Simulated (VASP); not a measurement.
Set up this calculation in VASP 6.6.1, as the native input.

```yaml
Task: relaxation of cell and atoms
Functional: PBE
Potentials_or_basis: VASP PAW PBE potentials, release 64 (Ge_d)
Cutoff: 600 eV
k_mesh: 8 × 8 × 4
Occupations: gaussian, width 0.1 eV
Spin: no spin polarisation
Dipole_correction: no
Further_INCAR_settings: ALGO = Normal; EDIFF = 1e-07; IBRION = 2; EDIFFG = -0.04; NSW = 90; ISIF = 3
```

The structure of Ge lies in POSCAR:

```
Ge
1.0
    1.3396956300     -2.2760108000      0.0000000000
    1.3396956300      2.2760108000      0.0000000000
    0.0000000000      0.0000000000      3.9196112300
Ge
1
Direct
    0.5000000000      0.5000000000      0.0000000000
```

The input as run:

INCAR

```
  PREC = Accurate
  ENCUT = 600
  EDIFF = 1E-7
  ISMEAR = 0
  SIGMA = 0.1
  LREAL = False
  LASPH = True
  NELM = 100
  ALGO = Normal
  ISIF = 3
  LWAVE = False
  LCHARG = False
  GGA = PE
  IBRION = 2
  NSW = 90
  EDIFFG = -0.04
```

KPOINTS

```
regular mesh
0
Gamma
  8 8 4
```

Potentials or basis: VASP PAW PBE potentials, release 64 (Ge_d).

Run with:

```console
$ cat potpaw_PBE.64/Ge_d/POTCAR > POTCAR
$ mpirun -np 1 vasp_std > vasp.out
```

It gave:

```yaml
Relaxed_volume: 19.83 Å³/atom
Relaxed_cell: a = 3.010 Å, b = 3.010 Å, c = 2.526 Å, α = 90.00°, β = 90.00°, γ = 119.98°
Space_group_after_relaxing_to_0.05_Å: P6/mmm (No. 191)
Energy_gained_by_relaxing: 594.8 meV/atom
Ionic_steps: 28
Pressure_after_relaxing: 0.0 GPa
Band_gap_on_the_k_mesh: zero (band 7 reaches 12.35 eV, above the bottom of band 8 at 3.96 eV)
```

Caveat: the k points lie up to 0.62 Å⁻¹ apart in the final cell; the volume moved by over 15 % at a fixed basis, so the end points are rough.

It took 3.6 min on 1 thread of Intel(R) Xeon(R) Platinum 8488C (Sapphire Rapids) (shared host), peak memory 0.17 GiB.
